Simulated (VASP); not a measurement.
TaO:

```xyz
2
Lattice="3.0661 0.0000 0.0000 -1.5331 2.6553 0.0000 0.0000 0.0000 3.8550" Properties=species:S:1:pos:R:3 pbc="T T T"
Ta    0.0000    0.0000    1.9275
O     0.0000    0.0000    0.0000
```

Base run:

- Program: VASP 6.6.1
- Functional: PBE
- Potentials or basis: VASP PAW PBE potentials, release 64 (Ta_pv, O)
- Cutoff: 520 eV
- k mesh: 21 × 21 × 14
- Occupations: gaussian, width 0.1 eV
- Spin: no spin polarisation

Its results: pressure 0.4 GPa.

Question: The run is repeated on the same cell with these changes: potentials or basis from VASP PAW PBE potentials, release 64 (Ta_pv, O) to VASP PAW PBE potentials, release 64 (Ta_sv_GW, O); cutoff from 520 eV to 600 eV; valence electrons from 17 to 19. What comes out?

Answer: Pressure -0.1 GPa.

Caveats: an odd number of electrons without spin polarisation forces a metal; a magnetic or distorted state may lie lower.
